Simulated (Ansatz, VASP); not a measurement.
**BAs: VASP beside Ansatz**

```
CELL_PARAMETERS angstrom
0.00000 2.37897 2.37897
2.37897 0.00000 2.37897
2.37897 2.37897 0.00000
ATOMIC_POSITIONS crystal
B 0.00000 0.00000 0.00000
As 0.75000 0.75000 0.75000
```

Alike in both runs: functional PBE; dispersion D4; k mesh 8 × 8 × 8; occupations methfessel-paxton of order 1, width 0.02 eV; no spin polarisation.

Ansatz relaxed the structure, and its values are those at the end. VASP's run is a single point on that final structure, the one shown.

|  | VASP | Ansatz |
| --- | --- | --- |
| version | VASP 6.6.1 | Ansatz 0.2.0 |
| potentials or method | VASP PAW PBE potentials, release 64 (B, As), cutoff 500 eV | plane waves, PAW |
| valence electrons in the cell | 8 | 18 |

```tsv
	VASP	Ansatz	Ansatz less VASP
pressure (GPa)	0.7	0.0	-0.70
```

VASP's potentials hold 8 valence electrons a cell and Ansatz's 18, so a difference there can come from the potentials and not from the codes.
